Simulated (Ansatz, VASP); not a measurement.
# Two plane-wave programs on Mg

INCAR

```
SYSTEM = Mg
ALGO = Fast ; EDIFF = 1E-6
ENCUT = 520 ; ISIF = 2
ISMEAR = 0 ; LASPH = .TRUE.
LCHARG = .FALSE. ; LREAL = .FALSE.
LWAVE = .FALSE. ; NBANDS = 7
NELM = 100 ; PREC = Accurate
SIGMA = 0.15
```

The input KPOINTS:

```
k-points
0
G
  18 18 16
  0 0 0
```

Contents of POSCAR:

```
Mg
1.0
    2.9587908065      0.0000000000      0.0000000000
   -1.4793954033      2.5623880029      0.0000000000
    0.0000000000      0.0000000000      3.0905101335
Mg
1
Direct
    0.0000000000      0.0000000000      0.0000000000
```

Input for Ansatz:

```yaml
crystal:
  lattice:
    - [2.9587908065, 0.0, 0.0]
    - [-1.4793954033, 2.5623880029, 0.0]
    - [0.0, 0.0, 3.0905101335]
  atoms:
    - { symbol: Mg, position: [0.0, 0.0, 0.0] }
basis:
  ecutwfc: 420
kpoints:
  mp_grid: { grid: [18, 18, 16] }
hamiltonian:
  xc: lda
scf:
  occupations: { method: gaussian, width: 0.15 }
output:
  forces: true
  stress: true
  eigenvalues: true
```

Change from the starting cell: strain -0.030 along x and y, +0.015 along z, atoms carried along.

Alike in both runs: task single point; functional LDA; k mesh 18 × 18 × 16; occupations gaussian, width 0.15 eV; no spin polarisation.

|  | VASP | Ansatz |
| --- | --- | --- |
| version | VASP 6.6.1 | Ansatz 0.2.0 |
| potentials or method | VASP PAW LDA potentials, release 64 (Mg), cutoff 520 eV | scalar-relativistic, plane waves, PAW |
| valence electrons in the cell | 2 | 10 |

```csv
,VASP,Ansatz,Ansatz less VASP
gap on the k mesh at the Fermi level (eV),none,none,-
pressure (GPa),1.2,1.4,+0.25
"traceless stress, the component that is largest in VASP (GPa)",-2.56,-2.55,+0.011
```

LDA's correlation is that of Perdew and Zunger in VASP and of Perdew and Wang (1992) in Ansatz. A gap of «none» marks a metal or a gap that the smearing closes. VASP's potentials hold 2 valence electrons a cell and Ansatz's 10, so a difference there can come from the potentials and not from the codes.
